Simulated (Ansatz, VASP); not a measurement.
# BaTiO3 in VASP and in Ansatz

```xyz
5
Lattice="2.8604 1.6514 2.3461 -2.8604 1.6514 2.3461 0.0000 -3.3029 2.3461" Properties=species:S:1:pos:R:3 pbc="T T T"
Ba    0.0000    0.0000    0.0189
Ti    0.0000   -0.3000    3.6092
O     0.0000   -1.6258    4.6058
O    -1.4080    0.8129    4.6058
O     1.4080    0.8129    4.6058
```

Alike in both runs: task single point; functional PBE; k mesh 6 × 6 × 6; occupations gaussian, width 0.05 eV; no spin polarisation; Hubbard terms Ti d U = 4.0 eV.

```csv
,VASP,Ansatz
version,VASP 6.6.1,Ansatz 0.2.0
potentials or method,"VASP PAW PBE potentials, release 64 (Ba_sv, Ti_sv, O), cutoff 520 eV","scalar-relativistic, plane waves, PAW"
valence electrons in the cell,40,40
```

VASP gave:

| Property | Result |
| --- | --- |
| gap on the k mesh at the Fermi level (eV) | 2.33 |
| least direct gap on the mesh (eV) | 2.86 |
| pressure (GPa) | 9.8 |
| traceless stress, the component that is largest in VASP (GPa) | -9.87 |
| rms of the force components (eV/Å) | 2.069 |

Question: Which values does Ansatz return?

Answer: gap on the k mesh at the Fermi level (eV): 2.43; least direct gap on the mesh (eV): 2.95; pressure (GPa): 6.0; traceless stress, the component that is largest in VASP (GPa): -8.23; rms of the force components (eV/Å): 1.646.

The programs project onto different local orbitals, so the same U acts differently, and such runs can settle in different states. Atom by atom the forces differ by 0.444 eV/Å (rms over components).

Spin-orbit coupling is off throughout.
